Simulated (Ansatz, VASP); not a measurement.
**Sr in VASP and in Ansatz**

```
Sr
1.0
     0.00000    3.04235    3.04235
     3.04235    0.00000    3.04235
     3.04235    3.04235    0.00000
Sr
1
Cartesian
  0.0000 0.0000 0.0000
```

Alike in both runs: task electric field gradients; functional LDA; k mesh 10 × 10 × 10; occupations fermi-dirac, width 0.08 eV; no spin polarisation.

|  | VASP | Ansatz |
| --- | --- | --- |
| version | VASP 6.6.1 | Ansatz 0.2.0 |
| potentials or method | VASP PAW LDA potentials, release 64 (Sr_sv) | PAW with Ansatz's default frozen-core files, scalar-relativistic |
| plane-wave cutoff (eV) | 520 | 420 |
| valence electrons in the cell | 10 | 10 |

|  | VASP | Ansatz | Ansatz less VASP |
| --- | --- | --- | --- |
| pressure (GPa) | -1.6 | -1.6 | +0.01 |

LDA's correlation is that of Perdew and Zunger in VASP and of Perdew and Wang (1992) in Ansatz.
